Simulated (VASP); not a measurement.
# Te: relaxation of cell and atoms with PBE

The system is Te.

```
CELL_PARAMETERS angstrom
4.45400 0.00000 0.00000
-2.22700 3.85728 0.00000
0.00000 0.00000 5.92400
ATOMIC_POSITIONS crystal
Te 0.73100 0.73100 0.00000
Te 0.00000 0.26900 0.66667
Te 0.26900 0.00000 0.33333
```

* Program: VASP 6.6.1
* Task: relaxation of cell and atoms
* Functional: PBE
* Potentials or basis: VASP PAW PBE potentials, release 64 (Te)
* Cutoff: 600 eV
* k mesh: 7 × 7 × 5
* Occupations: fermi-dirac, width 0.05 eV
* Spin: no spin polarisation
* Dipole correction: no
* Further INCAR settings: ALGO = Normal; EDIFF = 1e-06; IBRION = 2; EDIFFG = -0.01; NSW = 60; ISIF = 3

```
Relaxed volume                        : 35.10 Å³/atom
Relaxed cell                          : a = 4.519 Å, b = 4.519 Å, c = 5.955 Å, α = 90.00°, β = 90.00°, γ = 120.00°
Space group after relaxing (to 0.1 Å) : P3_121 (No. 152)
Energy gained by relaxing             : 4.7 meV/atom
Ionic steps                           : 8
Pressure after relaxing               : 0.0 GPa
Largest force after relaxing          : 0.008 eV/Å
Band gap on the k mesh                : 0.60 eV (least direct gap 0.79 eV)
```

Forces on the atoms (eV/Å):
```
Te   0.004  0.007  0.000
Te   0.004 -0.007  0.000
Te  -0.008  0.000  0.000
```

The path:
| step | energy change (eV) | largest force (eV/Å) | pressure (GPa) | volume (Å³) |
| --- | --- | --- | --- | --- |
| 1 | 0.0000 | 0.1601 | 1.45 | 101.78 |
| 2 | -0.0076 | 0.1054 | -0.83 | 106.38 |
| 3 | -0.0133 | 0.0056 | 0.02 | 104.51 |
| 4 | -0.0135 | 0.0070 | 0.02 | 104.59 |
| 5 | -0.0139 | 0.0113 | 0.02 | 104.83 |
| 6 | -0.0139 | 0.0128 | 0.01 | 104.92 |
| 7 | -0.0140 | 0.0116 | 0.00 | 105.02 |
| 8 | -0.0140 | 0.0078 | -0.03 | 105.31 |

Final structure:
```yaml
crystal:
  lattice:
    - [4.51891, 0.00000, 0.00000]
    - [-2.25946, 3.91349, 0.00000]
    - [0.00000, 0.00000, 5.95482]
  atoms:
    - { symbol: Te, position: [0.73115, 0.73115, 0.00000] }
    - { symbol: Te, position: [0.00000, 0.26885, 0.66667] }
    - { symbol: Te, position: [0.26885, 0.00000, 0.33333] }
```

Levels at points of the mesh, in eV from the valence-band top:
```csv
k point,band 7,band 8,band 9,band 10,band 11,band 12
"(0.00, 0.00, 0.00)",-1.47,-1.47,-0.66,1.14,1.14,1.70
```

Run time: 5.3 min on 1 thread of Intel Xeon 8259CL, with other jobs on the host, peak memory 0.27 GiB.

Caveat: semilocal functionals underestimate gaps, and a narrow one can read as zero; spin-orbit coupling is left out, which moves the levels of the heavy elements. PBE gaps usually lie below the measured ones, often by a third to a half.
